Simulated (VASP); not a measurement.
Set up this calculation in VASP 6.6.1, as the native input.

```yaml
Task: single point
Functional: r2SCAN
Potentials_or_basis: VASP PAW PBE potentials, release 64 (Ru_sv)
Cutoff: 620 eV
k_mesh: 14 × 14 × 14
Occupations: fermi-dirac, width 0.1 eV
Spin: no spin polarisation
Dipole_correction: no
Further_INCAR_settings: ALGO = Normal; EDIFF = 1e-06; NBANDS = 14
```

Crystal: Ru.

```xyz
1
Lattice="2.4914 0.0000 0.0000 0.0000 2.4914 0.0000 0.0000 0.0000 2.4914" Properties=species:S:1:pos:R:3 pbc="T T T"
Ru    0.0000    0.0000    0.0000
```

This isn't the form of Ru at room conditions, which is hcp.

One way to write it, as run:

POSCAR

```
Ru
1.0
    2.4914415084      0.0000000000      0.0000000000
    0.0000000000      2.4914415084      0.0000000000
    0.0000000000      0.0000000000      2.4914415084
Ru
1
Direct
    0.0000000000      0.0000000000      0.0000000000
```

INCAR.step1

```
SYSTEM = Ru
PREC = Accurate
ENCUT = 620
ISMEAR = -1
SIGMA = 0.1
LREAL = .False.
LASPH = .True.
NELM = 120
NBANDS = 14
GGA = PE
ALGO = Normal
EDIFF = 1E-5
LWAVE = .True.
LCHARG = .False.
GGA_COMPAT = .False.
```

INCAR.step2

```
SYSTEM = Ru
PREC = Accurate
ENCUT = 620
EDIFF = 1E-6
ISMEAR = -1
SIGMA = 0.1
LREAL = .False.
LASPH = .True.
NELM = 120
ALGO = Normal
ISIF = 2
LWAVE = .False.
LCHARG = .True.
METAGGA = R2SCAN
LMIXTAU = .True.
LELF = .True.
LVHAR = .True.
NBANDS = 14
ISTART = 1
GGA_COMPAT = .False.
```

KPOINTS

```
Automatic mesh
0
Gamma
  14 14 14
  0 0 0
```

Potentials or basis: VASP PAW PBE potentials, release 64 (Ru_sv).

Command:

```bash
$ cat potpaw_PBE.64/Ru_sv/POTCAR > POTCAR
$ cp INCAR.step1 INCAR
$ mpirun -np 1 vasp_std > vasp.out
$ cp INCAR.step2 INCAR
$ mpirun -np 1 vasp_std > vasp.out
```

It gave:

| Property | Result |
| --- | --- |
| Pressure | 0.4 GPa |
| Band gap on the k mesh | zero (bands 8 and 9 overlap by 4.77 eV) |

Caveat: the PAW data sets were made with another functional, which shifts forces and pressure a little.

Wall time 110 s on 1 thread of AMD EPYC 7R43 64-Core Processor (Zen 3), with other jobs on the host, peak memory 0.11 GiB.
